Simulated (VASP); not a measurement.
Set up this calculation in VASP 6.6.1, as the native input.

* Task: relaxation of shape and atoms at fixed volume
* Functional: PBE
* Potentials or basis: VASP PAW PBE potentials, release 64 (Mg)
* Cutoff: 600 eV
* k mesh: 18 × 18 × 10
* Occupations: gaussian, width 0.05 eV
* Spin: no spin polarisation
* Dipole correction: no
* Further INCAR settings: ALGO = Normal; EDIFF = 1e-06; IBRION = 2; EDIFFG = -0.01; NSW = 60; ISIF = 4

The structure of Mg lies in POSCAR:

```
Mg
1.0
    2.9200754500      0.0000000000      0.0000000000
   -1.4600377250      2.5288595206      0.0000000000
    0.0000000000      0.0000000000      4.7236685002
Mg
2
Direct
    0.3333333333      0.6666666667      0.2500000000
    0.6666666667      0.3333333333      0.7500000000
```

This cell differs from its parent crystal: volume scaled by 0.760.

The input as run:

INCAR

```
PREC = Accurate
ENCUT = 600
EDIFF = 1E-6
ISMEAR = 0
SIGMA = 0.05
LREAL = False
LASPH = True
NELM = 60
ALGO = Normal
ISIF = 4
LWAVE = False
LCHARG = False
GGA = PE
IBRION = 2
NSW = 60
EDIFFG = -0.01
```

KPOINTS

```
regular mesh
0
Gamma
  18 18 10
```

Potentials or basis: VASP PAW PBE potentials, release 64 (Mg).

Launch:

```bash
$ cat potpaw_PBE.64/Mg/POTCAR > POTCAR
$ mpirun -np 1 vasp_std > vasp.out
```

It gave:

| Property | Result |
| --- | --- |
| Energy gained by relaxing | 0.0 meV/atom |
| Ionic steps | 2 |
| Pressure after relaxing | 17.0 GPa |
| Band gap on the k mesh | zero (band 2 reaches 5.22 eV, above the bottom of band 3 at 3.06 eV) |

Run time: 89 s on 1 thread of AMD EPYC 7R13, with other jobs on the host, peak memory 0.17 GiB.
